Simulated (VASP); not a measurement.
A run of VASP 6.6.1:

Contents of INCAR:

```
PREC = Accurate
ENCUT = 520
EDIFF = 1E-8
ISMEAR = 0
SIGMA = 0.01
LREAL = False
LASPH = True
NELM = 100
ALGO = Normal
ISIF = 2
LWAVE = False
LCHARG = True
METAGGA = R2SCAN
LMIXTAU = True
NBANDS = 16
IBRION = 6
NFREE = 2
POTIM = 0.015
NSW = 1
```

Contents of KPOINTS:

```
Automatic mesh
0
Gamma
  8 8 8
```

Contents of POSCAR:

```
ZnS
1.0
    0.0000000000      2.6942019967      2.6942019967
    2.6942019967      0.0000000000      2.6942019967
    2.6942019967      2.6942019967      0.0000000000
Zn S
1 1
Direct
    0.0000000000      0.0000000000      0.0000000000
    0.7500000000      0.7500000000      0.7500000000
```

Potentials or basis: VASP PAW PBE potentials, release 64 (Zn, S).

Launch:

```console
$ cat potpaw_PBE.64/Zn/POTCAR potpaw_PBE.64/S/POTCAR > POTCAR
$ mpirun -np 1 vasp_std > vasp.out
```

Hardware: 1 thread of Intel Xeon 6455B, on a shared host.

How long does it take, and how much memory?

It took 11 min on 1 thread of Intel Xeon 6455B, on a shared host, peak memory 0.24 GiB. Counts: scf iterations 65, k points 29.
